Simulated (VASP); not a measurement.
# AlCu3 (Fm-3m) in VASP: a series of runs, part 2 of 2

VASP 6.6.1. The steps go on from the part before.

## 4. Single point, PBEsol

File INCAR:

```
ALGO = Fast ; EDIFF = 1E-6
ENCUT = 520 ; GGA = PS
ISIF = 2 ; ISMEAR = 0
LASPH = True ; LCHARG = True
LELF = True ; LREAL = False
LVHAR = True ; LWAVE = False
NBANDS = 26 ; NELM = 80
PREC = Accurate ; SIGMA = 0.15
```

File KPOINTS:

```
k-points
0
Gamma
  14 14 14
```

File POSCAR:

```
AlCu3
1.0
    0.0000000000      2.8834704780      2.8834704780
    2.8834704780      0.0000000000      2.8834704780
    2.8834704780      2.8834704780      0.0000000000
Al Cu
1 3
Direct
    0.0000000000      0.0000000000      0.0000000000
    0.5000000000      0.5000000000      0.5000000000
    0.2500000000      0.2500000000      0.2500000000
    0.7500000000      0.7500000000      0.7500000000
```

Potentials or basis: VASP PAW PBE potentials, release 64 (Al, Cu).

On the command line:

```
$ cat potpaw_PBE.64/Al/POTCAR potpaw_PBE.64/Cu/POTCAR > POTCAR
$ mpirun -np 1 vasp_std > vasp.out
```

OUTCAR:

```text
EDIFF = 1E-6
   ENCUT = 520
   GGA = PS
   ISIF = 2
   ISMEAR = 0
   LASPH = True
   LREAL = False
   NELM = 80
   PREC = Accurate

 ion  position               nearest neighbor table
   1  0.000  0.000  0.000-   3 2.50   4 2.50   4 2.50   4 2.50   4 2.50   3 2.50   3 2.50   3 2.50
                             2 2.88   2 2.88   2 2.88   2 2.88   2 2.88   2 2.88
   2  0.500  0.500  0.500-   3 2.50   4 2.50   3 2.50   3 2.50   3 2.50   4 2.50   4 2.50   4 2.50
                             1 2.88   1 2.88   1 2.88   1 2.88   1 2.88   1 2.88
   3  0.250  0.250  0.250-   1 2.50   2 2.50   1 2.50   1 2.50   1 2.50   2 2.50   2 2.50   2 2.50

   4  0.750  0.750  0.750-   1 2.50   2 2.50   2 2.50   2 2.50   2 2.50   1 2.50   1 2.50   1 2.50

  LATTYP: Found a face centered cubic cell.
 ALAT       =     5.7669409560

  Lattice vectors:

 A1 = (   0.0000000000,   2.8834704780,   2.8834704780)
 A2 = (   2.8834704780,   0.0000000000,   2.8834704780)
 A3 = (   2.8834704780,   2.8834704780,   0.0000000000)

Analysis of symmetry for initial positions (statically):
=====================================================================
 Subroutine PRICEL returns:
 Original cell was already a primitive cell.

 Routine SETGRP: Setting up the symmetry group for a
 face centered cubic supercell.

 Subroutine GETGRP returns: Found 48 space group operations
 (whereof 48 operations were pure point group operations)
 out of a pool of 48 trial point group operations.

The static configuration has the point symmetry O_h .

Analysis of symmetry for dynamics (positions and initial velocities):
=====================================================================
 Subroutine PRICEL returns:
 Original cell was already a primitive cell.

 Routine SETGRP: Setting up the symmetry group for a
 face centered cubic supercell.

 Subroutine GETGRP returns: Found 48 space group operations
 (whereof 48 operations were pure point group operations)
 out of a pool of 48 trial point group operations.

The dynamic configuration has the point symmetry O_h .

 Subroutine INISYM returns: Found 48 space group operations
 (whereof 48 operations are pure point group operations),
 and found     1 'primitive' translations

----------------------------------------------------------------------------------------

                                     Primitive cell

  volume of cell :      47.9487

  direct lattice vectors                    reciprocal lattice vectors
     0.000000000  2.883470478  2.883470478    -0.173402157  0.173402157  0.173402157
     2.883470478  0.000000000  2.883470478     0.173402157 -0.173402157  0.173402157
     2.883470478  2.883470478  0.000000000     0.173402157  0.173402157 -0.173402157

  length of vectors
     4.077843057  4.077843057  4.077843057     0.300341346  0.300341346  0.300341346

  position of ions in fractional coordinates (direct lattice)
     0.000000000  0.000000000  0.000000000
     0.500000000  0.500000000  0.500000000
     0.250000000  0.250000000  0.250000000
     0.750000000  0.750000000  0.750000000

  ion indices of the primitive-cell ions
   primitive index   ion index
                 1           1
                 2           2
                 3           3
[... 25 lines left out ...]

 Found    104 irreducible k-points:

 Following reciprocal coordinates:
            Coordinates               Weight
  0.000000  0.000000  0.000000      1.000000
  0.071429  0.000000  0.000000      8.000000
  0.142857  0.000000  0.000000      8.000000
  0.214286  0.000000  0.000000      8.000000
  0.285714  0.000000  0.000000      8.000000
  0.357143  0.000000  0.000000      8.000000
[... 16 lines left out ...]
  0.214286  0.142857  0.000000     24.000000
  0.285714  0.142857  0.000000     24.000000
 [... further k-points ...]
   k-points           NKPTS =    104   k-points in BZ     NKDIM =    104   number of bands    NBANDS=     26
   number of dos      NEDOS =    301   number of ions     NIONS =      4
   total plane-waves  NPLWV =  27000
   dimension x,y,z NGX =    30 NGY =   30 NGZ =   30
   dimension x,y,z NGXF=    60 NGYF=   60 NGZF=   60
   ions per type =               1   3
   NGX,Y,Z   is equivalent  to a cutoff of  12.23, 12.23, 12.23 a.u.
   NGXF,Y,Z  is equivalent  to a cutoff of  24.46, 24.46, 24.46 a.u.
 SYSTEM =  unknown system
   PREC   = accura    normal or accurate (medium, high low for compatibility)
   ISTART =      0    job   : 0-new  1-cont  2-samecut
   ICHARG =      2    charge: 1-file 2-atom 10-const
   ISPIN  =      1    spin polarized calculation?
   LNONCOLLINEAR =      F non collinear calculations
   LSORBIT =      F    spin-orbit coupling
   LASPH  =      T    aspherical Exc in radial PAW
   ENCUT  =  520.0 eV  38.22 Ry    6.18 a.u.   7.58  7.58  7.58*2*pi/ulx,y,z
   NELM   =     80;   NELMIN=  2; NELMDL= -5     # of ELM steps
   EDIFF  = 0.1E-05   stopping-criterion for ELM
   LREAL  =      F    real-space projection
   EDIFFG = 0.1E-04   stopping-criterion for IOM
   NSW    =      0    number of steps for IOM
   IBRION =     -1    ionic relax: 0-MD 1-quasi-New 2-CG
   NFREE  =      0    steps in history (QN), initial steepest desc. (CG)
   ISIF   =      2    stress and relaxation
   ISYM   =      2    0-nonsym 1-usesym 2-fastsym
   POTIM  = 0.5000    time-step for ionic-motion
   TEBEG  =    0.0;   TEEND  =   0.0 temperature during run
   PSTRESS=    0.0 pullay stress
   NELECT =      36.0000    total number of electrons
   NUPDOWN=      -1.0000    fix difference up-down
   EMIN   =  10.00;   EMAX   =-10.00  energy-range for DOS
   EFERMI =   0.00;   METHOD = LEGACY
   ISMEAR =     0;   SIGMA  =   0.15  broadening in eV -4-tet -1-fermi 0-gaus
   EFERMI_NEDOS =   21; number of points for ismear=-14 and -15
   IALGO  =     68    algorithm
   IMIX   =      4    mixing-type and parameters
     AMIX     =   0.40;   BMIX     =  1.00
     AMIX_MAG =   1.60;   BMIX_MAG =  1.00
  volume/ion in A,a.u.               =      11.99        80.89
  Fermi-wavevector in a.u.,A,eV,Ry     =   1.487933  2.811786 30.122561  2.213946
  Thomas-Fermi vector in A             =   2.601032
   LORBIT       =      0    0 simple, 1 ext, 2 COOP (PROOUT), +10 PAW based schemes
   GGA     = PS    functional components
   LHFCALC =     F    Hartree Fock is set to
   AEXX    =    0.0000 exact exchange contribution
   IVDW    =     0    specifies the selected vdW correction
   LEPSILON=     F    determine dielectric tensor
   LRPA    =     F    only Hartree local field effects (RPA)
 non-spin polarized calculation
 RMM-DIIS sequential band-by-band and
 Gauss-broadening in eV      SIGMA  =   0.15
  energy-cutoff  :      520.00
  volume of cell :       47.95
 maximum number of plane-waves:      1309
   NGX = 15   NGY = 15   NGZ = 15

 number of electron      35.9999979 magnetization

 Free energy of the ion-electron system (eV)
  ---------------------------------------------------
  ext. energy  EPLUGINS =         0.00000000
  ---------------------------------------------------
  free energy    TOTEN  =       -17.73157535 eV

  energy without entropy =      -17.71837619  energy(sigma->0) =      -17.72497577

 E-fermi :   8.6457     XC(G=0): -12.4976

 val. band max:        8.6435980177   @ k =   0.5000   0.2143   0.0714
 cond. band min:       8.6500692875   @ k =   0.5000   0.2857   0.1429
 fundamental gap:      0.0064712698
 Fermi energy:         8.6457313837

 k-point     1 :       0.0000    0.0000    0.0000
  band No.  band energies     occupation
      1      -2.0627      2.00000
      2       3.8529      2.00000
      3       3.8529      2.00000
      4       3.9398      2.00000
      5       3.9398      2.00000
      6       3.9398      2.00000
[... 685 lines left out ...]
     25      17.5141      0.00000
     26      17.9237      0.00000

 [... further k-points ...]

------------------------ aborting loop because EDIFF is reached ----------------------------------------

  FORCE on cell =-STRESS in cart. coord.  units (eV):
  Direction    XX          YY          ZZ          XY          YZ          ZX
  --------------------------------------------------------------------------------------
  -------------------------------------------------------------------------------------
  Total        0.2116263      0.2116263      0.2116263      0.0000000     -0.0000000      0.0000000
  in kB        7.0713738      7.0713738      7.0713738      0.0000000     -0.0000000      0.0000000
  external PRESSURE =       7.0713738 kB  Pullay stress =       0.0000000 kB

 VOLUME and BASIS-vectors are now :
 -----------------------------------------------------------------------------
  energy-cutoff  :      520.00
  volume of cell :       47.95
      direct lattice vectors                 reciprocal lattice vectors
     0.000000000  2.883470478  2.883470478    -0.173402157  0.173402157  0.173402157
     2.883470478  0.000000000  2.883470478     0.173402157 -0.173402157  0.173402157
     2.883470478  2.883470478  0.000000000     0.173402157  0.173402157 -0.173402157

 POSITION                                       TOTAL-FORCE (eV/Angst)
 -----------------------------------------------------------------------------------
      0.00000      0.00000      0.00000        -0.000000     -0.000000     -0.000000
      2.88347      2.88347      2.88347        -0.000000      0.000000     -0.000000
      1.44174      1.44174      1.44174        -0.000000     -0.000000      0.000000
      4.32521      4.32521      4.32521         0.000000      0.000000      0.000000
 -----------------------------------------------------------------------------------
    total drift:                                0.000000     -0.000000      0.000000

  FREE ENERGIE OF THE ION-ELECTRON SYSTEM (eV)
  ---------------------------------------------------
  free  energy   TOTEN  =       -17.7315753531 eV

  energy  without entropy=      -17.7183761894  energy(sigma->0) =      -17.72497577
```

Run time: 2.1 min. Hardware: 1 thread of Intel Xeon 6975P-C, shared host; peak memory 0.24 GiB.

What came out:

```yaml
Free_energy: -17.7316 eV
Pressure: 0.7 GPa
Band_gap_on_the_k_mesh: zero (band 18 reaches 12.35 eV, above the bottom of band 19 at 6.48 eV)
```

Levels at points of the mesh, in eV from the Fermi level:
```
           k point  band 15  band 16  band 17  band 18  band 19  band 20  band 21  band 22
(0.00, 0.00, 0.00)    -2.55    -2.55     3.70     3.70     3.70     4.12     4.12     4.12
(0.50, 0.00, 0.00)    -2.50    -2.50    -2.22     2.62     2.62     2.88     2.88     3.60
(0.50, 0.50, 0.00)    -2.41    -2.37    -2.22    -2.22    -2.17     1.94     2.31    10.87
```

Caveat: the PAW data sets were made with another functional, which shifts forces and pressure a little.

## 5. Relaxation of cell and atoms, PBEsol

File INCAR:

```
SYSTEM = AlCu3
ALGO     = Normal         ! electronic algorithm
EDIFF    = 1E-6           ! SCF threshold, eV
EDIFFG   = -0.001         ! ionic threshold
ENCUT    = 600            ! plane-wave cutoff, eV
GGA      = PS             ! functional
IBRION   = 2              ! ionic algorithm
ISIF     = 3              ! what is computed and relaxed
ISMEAR   = -1             ! smearing method
LASPH    = .TRUE.         ! aspherical terms in the spheres
LCHARG   = .FALSE.        ! write CHGCAR
LREAL    = .FALSE.        ! projectors in reciprocal space
LWAVE    = .FALSE.        ! write WAVECAR
NELM     = 80             ! most SCF steps
NSW      = 80             ! ionic steps
PREC     = Accurate       ! precision mode
SIGMA    = 0.15           ! smearing width, eV
```

File KPOINTS:

```
k-points
0
G
  12 12 12
  0 0 0
```

File POSCAR:

```
AlCu3
1.0
    0.0000000000      2.8834704730      2.8834704730
    2.8834704730      0.0000000000      2.8834704730
    2.8834704730      2.8834704730      0.0000000000
Al Cu
1 3
Direct
    0.0000000000      0.0000000000      0.0000000000
    0.5000000000      0.5000000000      0.5000000000
    0.2500000000      0.2500000000      0.2500000000
    0.7500000000      0.7500000000      0.7500000000
```

On the command line:

```
$ cat potpaw_PBE.64/Al/POTCAR potpaw_PBE.64/Cu/POTCAR > POTCAR
$ mpirun -np 1 vasp_std > vasp.out
```

It took 4.7 min on 1 thread of Intel Xeon 6975P-C (Granite Rapids), shared host; peak memory 0.26 GiB.

Results (log left out):

```yaml
Free_energy: -17.7675 eV
Relaxed_volume: 12.04 Å³/atom
Relaxed_cell: a = 4.084 Å, b = 4.084 Å, c = 4.084 Å, α = 60.00°, β = 60.00°, γ = 60.00°
Space_group_after_relaxing_to_0.05_Å: Fm-3m (No. 225)
Energy_gained_by_relaxing: 0.1 meV/atom
Ionic_steps: 18
Pressure_after_relaxing: 0.0 GPa
Band_gap_on_the_k_mesh: zero (band 18 reaches 12.29 eV, above the bottom of band 19 at 6.42 eV)
```

The path:
| step | energy change (eV) | largest force (eV/Å) | pressure (GPa) | volume (Å³) |
| --- | --- | --- | --- | --- |
| 1 | 0.0000 | 0.0000 | 0.98 | 47.95 |
| 2 | 0.0004 | 0.0000 | -0.91 | 48.46 |
| 3 | -0.0004 | 0.0000 | 0.02 | 48.15 |
| 4 | -0.0004 | 0.0000 | 0.07 | 48.16 |
| 5 | -0.0002 | 0.0000 | -0.36 | 48.31 |
| 6 | -0.0004 | 0.0000 | -0.16 | 48.18 |
| 7 | -0.0004 | 0.0000 | -0.13 | 48.17 |
| 8 | -0.0004 | 0.0000 | 0.07 | 48.11 |
| 9 | -0.0004 | 0.0000 | 0.11 | 48.13 |
| 10 | -0.0004 | 0.0000 | 0.14 | 48.15 |
| 11 | -0.0004 | 0.0000 | 0.06 | 48.16 |
| 12 | -0.0004 | 0.0000 | 0.03 | 48.16 |
| 13 | -0.0004 | 0.0000 | 0.02 | 48.16 |
| 14 | -0.0004 | 0.0000 | -0.02 | 48.16 |
| 15 | -0.0004 | 0.0000 | 0.11 | 48.16 |
| 16 | -0.0004 | 0.0000 | -0.08 | 48.16 |
| 17 | -0.0004 | 0.0000 | 0.02 | 48.16 |
| 18 | -0.0004 | 0.0000 | -0.01 | 48.16 |

Final structure:
```xyz
4
Lattice="0.0000 2.8878 2.8878 2.8878 0.0000 2.8878 2.8878 2.8878 0.0000" Properties=species:S:1:pos:R:3 pbc="T T T"
Al    0.0000    0.0000    0.0000
Cu    2.8878    2.8878    2.8878
Cu    1.4439    1.4439    1.4439
Cu    4.3317    4.3317    4.3317
```

Levels at points of the mesh, in eV from the Fermi level:
```tsv
k point	band 15	band 16	band 17	band 18	band 19	band 20	band 21	band 22
(0.00, 0.00, 0.00)	-2.53	-2.53	3.71	3.71	3.71	4.12	4.12	4.12
(0.50, 0.00, 0.00)	-2.49	-2.49	-2.20	2.63	2.63	2.88	2.88	3.59
(0.50, 0.50, 0.00)	-2.40	-2.35	-2.20	-2.20	-2.15	1.94	2.30	10.86
```

Caveat: the PAW data sets were made with another functional, which shifts forces and pressure a little.

## 6. The runs side by side

```csv
task,cell,k mesh,cutoff (eV),smearing,gap on the mesh (eV),pressure (GPa)
single point,"a = 4.078 Å, angles 60.0°, 4 atoms",12 × 12 × 12,520,gaussian 0.1 eV,none,0.7
single point,"a = 4.078 Å, angles 60.0°, 4 atoms",16 × 16 × 16,520,gaussian 0.1 eV,none,0.6
single point,"a = 4.078 Å, angles 60.0°, 4 atoms",14 × 14 × 14,520,gaussian 0.15 eV,none,0.7
relaxation of cell and atoms,"relaxed from a = 4.078 Å, angles 60.0°, 4 atoms",12 × 12 × 12,600,fermi-dirac 0.15 eV,none,0.0
```

Alike in all rows: level PBEsol; potentials or basis VASP PAW PBE potentials, release 64 (Al, Cu); no spin polarisation.

Every run on the cell as given and a fine mesh finds a metal.

Caveats: the PAW data sets were made with another functional, which shifts forces and pressure a little.

Absolute energies hang on the potentials; compare differences alone.
